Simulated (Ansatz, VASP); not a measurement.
Two plane-wave programs on In2S

INCAR

```
PREC = Accurate ; ENCUT = 600
EDIFF = 1E-6 ; ISMEAR = 0
SIGMA = 0.1 ; LREAL = F
LASPH = T ; NELM = 80
ALGO = Normal ; ISIF = 3
LWAVE = F ; LCHARG = F
GGA = PE ; IBRION = 2
NSW = 90 ; EDIFFG = -0.04
```

Contents of KPOINTS:

```
regular mesh
0
Gamma
  6 6 4
```

Contents of POSCAR:

```
In2S
1.0
    4.2758346300      0.0000000000      0.0000000000
   -2.1379173100      3.7029814100      0.0000000000
    0.0000000000      0.0000000000      5.7751516500
In S
2 1
Direct
    0.3333333300      0.6666666700      0.4000000100
    0.6666666700      0.3333333300      0.5999999900
    0.0000000000      0.0000000000      0.0000000000
```

Input for Ansatz:

```yaml
crystal:
  lattice:
    - [4.27583463, 0.0, 0.0]
    - [-2.13791731, 3.70298141, 0.0]
    - [0.0, 0.0, 5.77515165]
  atoms:
    - { symbol: In, position: [0.33333333, 0.66666667, 0.40000001] }
    - { symbol: In, position: [0.66666667, 0.33333333, 0.59999999] }
    - { symbol: S, position: [0.0, 0.0, 0.0] }
basis:
  ecutwfc: 420
kpoints:
  mp_grid: { grid: [6, 6, 4] }
hamiltonian:
  xc: pbe
scf:
  occupations: { method: gaussian, width: 0.1 }
  lower_state_search: "off"
output:
  forces: true
  stress: true
  eigenvalues: true
relax:
  adjacent_minimum: "off"
  f_tol: 0.04
  max_steps: 70
  cell: { stress_tol: 0.4 }
```

Change from the starting cell: species swapped into the CaSi2 type (P-3m1, No. 164).

Alike in both runs: task relaxation of cell and atoms; functional PBE; k mesh 6 × 6 × 4; occupations gaussian, width 0.1 eV; no spin polarisation.

|  | VASP | Ansatz |
| --- | --- | --- |
| version | VASP 6.6.1 | Ansatz 0.2.0 |
| potentials or method | VASP PAW PBE potentials, release 64 (In_d, S), cutoff 600 eV | scalar-relativistic, plane waves, PAW |
| valence electrons in the cell | 32 | 32 |

```tsv
	VASP	Ansatz	Ansatz less VASP
gap on the k mesh at the Fermi level, each at its own relaxed structure (eV)	none	none	-
relaxed volume (Å³/atom)	26.93	26.81	-0.122
relaxed cell length with the largest relative difference (Å)	5.297	5.394	+0.0967
```

A gap of «none» marks a metal or a gap that the smearing closes.
